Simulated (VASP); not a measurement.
Wanted: the native input for a VASP 6.6.1 run.

| Item | Value |
| --- | --- |
| Task | single point |
| Functional | PBEsol |
| Potentials or basis | VASP PAW PBE potentials, release 64 (Te, Ti_sv) |
| Cutoff | 520 eV |
| k mesh | 8 × 8 × 4 |
| Occupations | fermi-dirac, width 0.05 eV |
| Spin | no spin polarisation |
| Dipole correction | no |
| Further INCAR settings | ALGO = Normal; EDIFF = 1e-07; NBANDS = 19 |

The structure of TiTe2 lies in POSCAR:

```
TiTe2
1.0
    3.7058184827      0.0000000000      0.0000000000
   -1.8529092413      3.2093329478      0.0000000000
    0.0000000000      0.0000000000      6.4066928086
Te Ti
2 1
Direct
    0.3333333333      0.6666666667      0.7321480415
    0.6666666667      0.3333333333      0.2678519585
    0.0000000000      0.0000000000      0.0000000000
```

One way to write it, as run:

INCAR

```
SYSTEM = TiTe2
ALGO = Normal ; EDIFF = 1E-7
ENCUT = 520 ; GGA = PS
ISIF = 2 ; ISMEAR = -1
LASPH = .TRUE. ; LCHARG = .FALSE.
LREAL = .FALSE. ; LWAVE = .FALSE.
NBANDS = 19 ; NELM = 80
PREC = Accurate ; SIGMA = 0.05
```

KPOINTS

```
k-points
0
G
  8 8 4
  0 0 0
```

Potentials or basis: VASP PAW PBE potentials, release 64 (Te, Ti_sv).

Launch:

```sh
$ cat potpaw_PBE.64/Te/POTCAR potpaw_PBE.64/Ti_sv/POTCAR > POTCAR
$ mpirun -np 1 vasp_std > vasp.out
```

Results of the run:

```
Pressure               : 0.0 GPa
Largest force          : 0.015 eV/Å
Band gap on the k mesh : zero (band 12 reaches 7.76 eV, above the bottom of band 13 at 6.94 eV)
```

Caveat: the PAW data sets were made with another functional, which shifts forces and pressure a little; spin-orbit coupling is left out, which moves the levels of the heavy elements; this functional lacks dispersion, which binds the layers, so the pressure and a relaxed spacing across them are unreliable.

It took 28 s on 1 thread of Intel(R) Xeon(R) 6975P-C (Granite Rapids), with other jobs on the host, peak memory 0.21 GiB.
